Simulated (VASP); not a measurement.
Here is a VASP 6.6.1 calculation.

File INCAR:

```
PREC = Accurate
ENCUT = 520
EDIFF = 1E-6
ISMEAR = -1
SIGMA = 0.1
LREAL = F
LASPH = T
NELM = 60
ALGO = Normal
ISIF = 2
LWAVE = F
LCHARG = F
GGA = PS
NBANDS = 13
```

KPOINTS

```
Automatic mesh
0
Gamma
  12 12 12
```

Contents of POSCAR:

```
Sn
1.0
   -1.7149511408      1.7636302181      2.3226479567
    1.7149511408     -1.7636302181      2.3226479567
    1.7149511408      1.7636302181     -2.3226479567
Sn
1
Direct
    0.0000000000      0.0000000000      0.0000000000
```

Potentials or basis: VASP PAW PBE potentials, release 64 (Sn_d).

Launch:

```sh
$ cat potpaw_PBE.64/Sn_d/POTCAR > POTCAR
$ mpirun -np 1 vasp_std > vasp.out
```

Problem. Predict the band gap on the k mesh.

Solution. Zero (bands 7 and 8 overlap by 9.14 eV).

Problem. Predict the pressure.

Solution. -2.9 GPa.

Stress tensor (GPa, compression positive):
```
-2.48  0.00  0.00
 0.00 -3.17  0.00
 0.00  0.00 -3.04
```

Caveat: the PAW data sets were made with another functional, which shifts forces and pressure a little; spin-orbit coupling is left out, which moves the levels of the heavy elements.
